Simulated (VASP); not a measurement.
Wanted: the native input for a VASP 6.6.1 run.

```
Task                   : single point
Functional             : PBE
Potentials or basis    : VASP PAW PBE potentials, release 64 (Zn, Ru_pv, C, N)
Cutoff                 : 520 eV
k mesh                 : 4 × 4 × 4
Occupations            : gaussian, width 0.1 eV
Spin                   : collinear spin, ferromagnetic start
Starting moments       : [0.0, 1.0, 0.0, 0.0, 0.0, 0.0, 0.0, 0.0, 0.0, 0.0] μB
Dipole correction      : no
Further INCAR settings : ALGO = Normal; EDIFF = 1e-07; NBANDS = 46
```

The structure of ZnRuC4N4 lies in POSCAR:

```
ZnRuC4N4
1.0
    5.9550407547      0.0000000000      0.0000000000
    0.0000000000      5.9550407547      0.0000000000
    0.0000000000      0.0000000000      5.9550407547
Zn Ru C N
1 1 4 4
Direct
    0.0000000000      0.0000000000      0.0000000000
    0.5000000000      0.5000000000      0.5000000000
    0.1935558029      0.1935558029      0.1935558029
    0.1935558029      0.8064441971      0.8064441971
    0.8064441971      0.1935558029      0.8064441971
    0.8064441971      0.8064441971      0.1935558029
    0.3072008684      0.3072008684      0.3072008684
    0.3072008684      0.6927991316      0.6927991316
    0.6927991316      0.3072008684      0.6927991316
    0.6927991316      0.6927991316      0.3072008684
```

These files were run (other wordings do the same):

INCAR

```
PREC = Accurate ; ENCUT = 520
EDIFF = 1E-7 ; ISMEAR = 0
SIGMA = 0.1 ; LREAL = F
LASPH = T ; NELM = 150
ALGO = Normal ; ISIF = 2
LWAVE = F ; LCHARG = T
ISPIN = 2 ; MAGMOM = 0 1 0 0 0 0 0 0 0 0
LORBIT = 11 ; LMAXMIX = 4
GGA = PE ; LELF = T
LVHAR = T ; NBANDS = 46
```

KPOINTS

```
regular mesh
0
Gamma
  4 4 4
```

Potentials or basis: VASP PAW PBE potentials, release 64 (Zn, Ru_pv, C, N).

Run with:

```console
$ cat potpaw_PBE.64/Zn/POTCAR potpaw_PBE.64/Ru_pv/POTCAR potpaw_PBE.64/C/POTCAR potpaw_PBE.64/N/POTCAR > POTCAR
$ mpirun -np 1 vasp_std > vasp.out
```

It gave:

The pressure is 0.7 GPa and the largest force is 0.379 eV/Å. The band gap on the k mesh is zero (filled and empty bands overlap) and the net moment is 2.00 μB per cell. The site moments are Zn +0.01; Ru +1.34; C +0.05; N +0.01 μB and the valence electrons inside the program's atomic spheres are Zn 10.99; Ru 12.47; C 2.57; N 3.89.

It took 9.3 min on 1 thread of Intel Xeon 8259CL, with other jobs on the host, peak memory 0.5 GiB.
